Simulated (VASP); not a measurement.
# Al2BP3 (P3m1) in VASP: a series of runs, part 2 of 2

VASP 6.6.1.

### Step 3. Single point, PBE

This run uses another cell than the first one, of 17.80 Å³/atom.

INCAR reads:

```
SYSTEM = Al2BP3
PREC = Accurate ; ENCUT = 520
EDIFF = 1E-6 ; ISMEAR = 0
SIGMA = 0.1 ; LREAL = .False.
LASPH = .True. ; NELM = 80
ALGO = Normal ; ISIF = 2
LWAVE = .False. ; LCHARG = .False.
GGA = PE ; NBANDS = 36
```

KPOINTS reads:

```
regular mesh
0
Gamma
  6 6 1
  0 0 0
```

POSCAR reads:

```
Al2BP3
1.0
    3.6540667812      0.0000000000      0.0000000000
   -1.8270333906      3.1645146596      0.0000000000
    0.0000000000      0.0000000000     18.4762175649
Al B P
4 2 6
Direct
    0.3333333333      0.6666666667      0.0122448876
    0.3333333333      0.6666666667      0.3343118599
    0.3333333333      0.6666666667      0.6561611319
    0.6666666667      0.3333333333      0.8341282400
    0.6666666667      0.3333333333      0.1756147817
    0.6666666667      0.3333333333      0.4975631591
    0.3333333333      0.6666666667      0.1418056836
    0.3333333333      0.6666666667      0.4637576951
    0.3333333333      0.6666666667      0.7837741192
    0.6666666667      0.3333333333      0.2834531585
    0.6666666667      0.3333333333      0.6053939630
    0.6666666667      0.3333333333      0.9617913404
```

Potentials or basis: VASP PAW PBE potentials, release 64 (Al, B, P).

Command:

```bash
> cat potpaw_PBE.64/Al/POTCAR potpaw_PBE.64/B/POTCAR potpaw_PBE.64/P/POTCAR > POTCAR
> mpirun -np 1 vasp_std > vasp.out
```

It took 35 s on 1 thread of Intel Xeon 6975P-C (Granite Rapids), shared host; peak memory 0.32 GiB.

Results (log left out):

- Free energy: -64.1849 eV
- Pressure: 0.0 GPa
- Largest force: 0.039 eV/Å
- Band gap on the k mesh: 0.92 eV

Forces on the atoms (eV/Å):
```
Al   0.000  0.000 -0.023
Al   0.000  0.000 -0.004
Al   0.000  0.000 -0.024
Al   0.000  0.000 -0.038
B    0.000  0.000  0.007
B    0.000  0.000  0.007
P    0.000  0.000  0.006
P    0.000  0.000  0.000
P    0.000  0.000  0.034
P    0.000  0.000 -0.006
P    0.000  0.000  0.002
P    0.000  0.000  0.039
```

Stress tensor (GPa, compression positive):
```
-0.08  0.00  0.00
 0.00 -0.08  0.00
 0.00  0.00  0.08
```

Levels at points of the mesh, in eV from the valence-band top:
| k point | band 20 | band 21 | band 22 | band 23 | band 24 | band 25 | band 26 | band 27 | band 28 | band 29 |
| --- | --- | --- | --- | --- | --- | --- | --- | --- | --- | --- |
| (0.00, 0.00, 0.00) | -0.36 | -0.22 | -0.22 | 0.00 | 0.00 | 0.92 | 1.13 | 2.71 | 2.85 | 2.85 |
| (0.50, 0.00, 0.00) | -2.17 | -2.07 | -1.66 | -1.49 | -1.16 | 1.03 | 1.09 | 1.60 | 1.73 | 2.08 |

Caveat: an odd mesh through Γ misses points on the zone boundary, where band edges can lie.

### Step 4. Single point, PBE

This run uses another cell than the first one, of 17.81 Å³/atom.

INCAR reads:

```
ALGO = Normal
EDIFF = 1E-6
ENCUT = 520
GGA = PE
ISIF = 2
ISMEAR = 0
LASPH = True
LCHARG = True
LELF = True
LREAL = False
LVHAR = True
LWAVE = False
NBANDS = 36
NELM = 80
PREC = Accurate
SIGMA = 0.1
```

KPOINTS reads:

```
k-points
0
Gamma
  6 6 1
```

POSCAR reads:

```
Al2BP3
1.0
    3.6523292651      0.0000000000      0.0000000000
   -1.8261646326      3.1630099266      0.0000000000
    0.0000000000      0.0000000000     18.4960253683
Al B P
4 2 6
Direct
    0.3333333333      0.6666666667      0.0123320865
    0.3333333333      0.6666666667      0.3343466490
    0.3333333333      0.6666666667      0.6561561127
    0.6666666667      0.3333333333      0.8341265369
    0.6666666667      0.3333333333      0.1756303381
    0.6666666667      0.3333333333      0.4975690317
    0.3333333333      0.6666666667      0.1418082887
    0.3333333333      0.6666666667      0.4637284980
    0.3333333333      0.6666666667      0.7837553650
    0.6666666667      0.3333333333      0.2833817075
    0.6666666667      0.3333333333      0.6053067913
    0.6666666667      0.3333333333      0.9618586147
```

Command:

```bash
> cat potpaw_PBE.64/Al/POTCAR potpaw_PBE.64/B/POTCAR potpaw_PBE.64/P/POTCAR > POTCAR
> mpirun -np 1 vasp_std > vasp.out
```

It took 40 s on 1 thread of Intel Xeon 6975P-C (Granite Rapids), shared host; peak memory 0.32 GiB.

Results (log left out):

```
Free energy            : -64.1850 eV
Pressure               : -0.1 GPa
Largest force          : 0.022 eV/Å
Band gap on the k mesh : 0.93 eV
```

Forces in eV/Å, atoms in the order of the input:
```
Al   0.000  0.000 -0.022
Al   0.000  0.000 -0.012
Al   0.000  0.000 -0.021
Al   0.000  0.000 -0.013
B    0.000  0.000  0.004
B    0.000  0.000  0.000
P    0.000  0.000  0.012
P    0.000  0.000  0.005
P    0.000  0.000  0.020
P    0.000  0.000  0.004
P    0.000  0.000  0.010
P    0.000  0.000  0.013
```

Stress tensor (GPa, compression positive):
```
-0.02  0.00  0.00
 0.00 -0.02  0.00
 0.00  0.00 -0.14
```

Levels at points of the mesh, in eV from the valence-band top:
```
           k point  band 21  band 22  band 23  band 24  band 25  band 26  band 27  band 28
(0.00, 0.00, 0.00)    -0.22    -0.22     0.00     0.00     0.93     1.14     2.69     2.85
(0.50, 0.00, 0.00)    -2.08    -1.66    -1.49    -1.16     1.03     1.09     1.59     1.72
```

Caveat: an odd mesh through Γ misses points on the zone boundary, where band edges can lie.

### Step 5. Relaxation of cell and atoms, PBE

INCAR reads:

```
PREC = Accurate
ENCUT = 600
EDIFF = 1E-7
ISMEAR = 0
SIGMA = 0.1
LREAL = F
LASPH = T
NELM = 100
ALGO = Normal
ISIF = 3
LWAVE = F
LCHARG = F
GGA = PE
IBRION = 2
NSW = 90
EDIFFG = -0.04
```

KPOINTS reads:

```
Automatic mesh
0
Gamma
  6 6 1
```

POSCAR reads:

```
Al2BP3
1.0
    3.5948848600      0.0000000000      0.0000000000
   -1.7974424300      3.1132616100      0.0000000000
    0.0000000000      0.0000000000     17.7017155200
Al B P
4 2 6
Direct
    0.3333333300      0.6666666700      0.0000230000
    0.3333333300      0.6666666700      0.3333563300
    0.3333333300      0.6666666700      0.6666896700
    0.6666666700      0.3333333300      0.8333563300
    0.6666666700      0.3333333300      0.1666896700
    0.6666666700      0.3333333300      0.5000230000
    0.3333333300      0.6666666700      0.1249770000
    0.3333333300      0.6666666700      0.4583103400
    0.3333333300      0.6666666700      0.7916436700
    0.6666666700      0.3333333300      0.2916436700
    0.6666666700      0.3333333300      0.6249770000
    0.6666666700      0.3333333300      0.9583103400
```

Command:

```bash
> cat potpaw_PBE.64/Al/POTCAR potpaw_PBE.64/B/POTCAR potpaw_PBE.64/P/POTCAR > POTCAR
> mpirun -np 1 vasp_std > vasp.out
```

It took 8.1 min on 1 thread of Intel Xeon 6975P-C (Granite Rapids), shared host; peak memory 0.38 GiB.

It converged, with:

| Item | Value |
| --- | --- |
| Free energy | -64.1857 eV |
| Relaxed volume | 17.80 Å³/atom |
| Relaxed cell | a = 3.653 Å, b = 3.653 Å, c = 18.479 Å, α = 90.00°, β = 90.00°, γ = 120.00° |
| Space group after relaxing (to 0.1 Å) | P3m1 (No. 156) |
| Energy gained by relaxing | 184.6 meV/atom |
| Ionic steps | 16 |
| Pressure after relaxing | 0.0 GPa |
| Largest force after relaxing | 0.014 eV/Å |
| Band gap on the k mesh | 0.93 eV |

Forces in eV/Å, atoms in the order of the input:
```
Al   0.000  0.000  0.014
Al   0.000  0.000  0.007
Al   0.000  0.000  0.001
Al   0.000  0.000 -0.011
B    0.000  0.000 -0.003
B    0.000  0.000 -0.010
P    0.000  0.000 -0.003
P    0.000  0.000  0.003
P    0.000  0.000 -0.004
P    0.000  0.000  0.013
P    0.000  0.000  0.002
P    0.000  0.000 -0.009
```

The path:
```tsv
step	energy change (eV)	largest force (eV/Å)	pressure (GPa)	volume (Å³)
1	0.0000	3.6059	12.07	198.11
2	-1.2863	1.1366	-7.33	235.94
3	-1.6050	1.3702	-2.80	222.95
4	-1.9475	0.8540	-1.06	217.58
5	-1.9954	0.7586	0.10	214.88
6	-2.0915	0.6207	0.37	213.70
7	-2.1140	0.5721	0.61	212.82
8	-2.1570	0.3356	-0.47	214.62
9	-2.1571	0.3225	-0.45	214.57
10	-2.1899	0.3095	-0.05	213.69
11	-2.1998	0.3073	0.34	212.88
12	-2.2123	0.1446	-0.10	213.87
13	-2.2132	0.1382	-0.01	213.67
14	-2.2141	0.0949	-0.05	213.77
15	-2.2148	0.0402	-0.04	213.73
16	-2.2151	0.0140	0.02	213.57
```

Final structure:
```yaml
crystal:
  lattice:
    - [3.65313, 0.00000, 0.00000]
    - [-1.82657, 3.16371, 0.00000]
    - [0.00000, 0.00000, 18.47932]
  atoms:
    - { symbol: Al, position: [0.33333, 0.66667, 0.01219] }
    - { symbol: Al, position: [0.33333, 0.66667, 0.33420] }
    - { symbol: Al, position: [0.33333, 0.66667, 0.65616] }
    - { symbol: Al, position: [0.66667, 0.33333, 0.83419] }
    - { symbol: B, position: [0.66667, 0.33333, 0.17556] }
    - { symbol: B, position: [0.66667, 0.33333, 0.49760] }
    - { symbol: P, position: [0.33333, 0.66667, 0.14178] }
    - { symbol: P, position: [0.33333, 0.66667, 0.46372] }
    - { symbol: P, position: [0.33333, 0.66667, 0.78393] }
    - { symbol: P, position: [0.66667, 0.33333, 0.28332] }
    - { symbol: P, position: [0.66667, 0.33333, 0.60540] }
    - { symbol: P, position: [0.66667, 0.33333, 0.96196] }
```

Levels at points of the mesh, in eV from the valence-band top:
| k point | band 20 | band 21 | band 22 | band 23 | band 24 | band 25 | band 26 | band 27 | band 28 | band 29 |
| --- | --- | --- | --- | --- | --- | --- | --- | --- | --- | --- |
| (0.00, 0.00, 0.00) | -0.37 | -0.22 | -0.22 | 0.00 | 0.00 | 0.93 | 1.14 | 2.70 | 2.85 | 2.85 |
| (0.50, 0.00, 0.00) | -2.17 | -2.07 | -1.67 | -1.49 | -1.16 | 1.03 | 1.10 | 1.60 | 1.73 | 2.08 |

Caveat: an odd mesh through Γ misses points on the zone boundary, where band edges can lie.

### Step 6. Overview

| task | cell | cutoff (eV) | gap on the mesh (eV) | pressure (GPa) | largest force (eV/Å) |
| --- | --- | --- | --- | --- | --- |
| single point | a = 3.595, b = 3.595, c = 17.702 Å, angles 90.0, 90.0, 120.0°, 12 atoms, atomic positions A | 520 | 1.29 | 12.1 | 3.61 |
| single point | a = 3.654, b = 3.654, c = 18.476 Å, angles 90.0, 90.0, 120.0°, 12 atoms, atomic positions B | 520 | 0.92 | 0.0 | 0.04 |
| single point | a = 3.652, b = 3.652, c = 18.496 Å, angles 90.0, 90.0, 120.0°, 12 atoms, atomic positions B | 520 | 0.93 | -0.1 | 0.02 |
| relaxation of cell and atoms | relaxed from a = 3.595, b = 3.595, c = 17.702 Å, angles 90.0, 90.0, 120.0°, 12 atoms, atomic positions A | 600 | 0.93 | 0.0 | 0.01 |

Alike in all rows: level PBE; potentials or basis VASP PAW PBE potentials, release 64 (Al, B, P); no spin polarisation; k mesh 6 × 6 × 1; smearing gaussian 0.1 eV.

Caveats: an odd mesh through Γ misses points on the zone boundary, where band edges can lie; the cell stands under pressure (at least some runs); forces of over 1 eV/Å act on the atoms, so gaps and moduli don't describe the material at rest (at least some runs).

Total energies depend on the potentials used, so only differences within one code and one set of settings carry meaning.
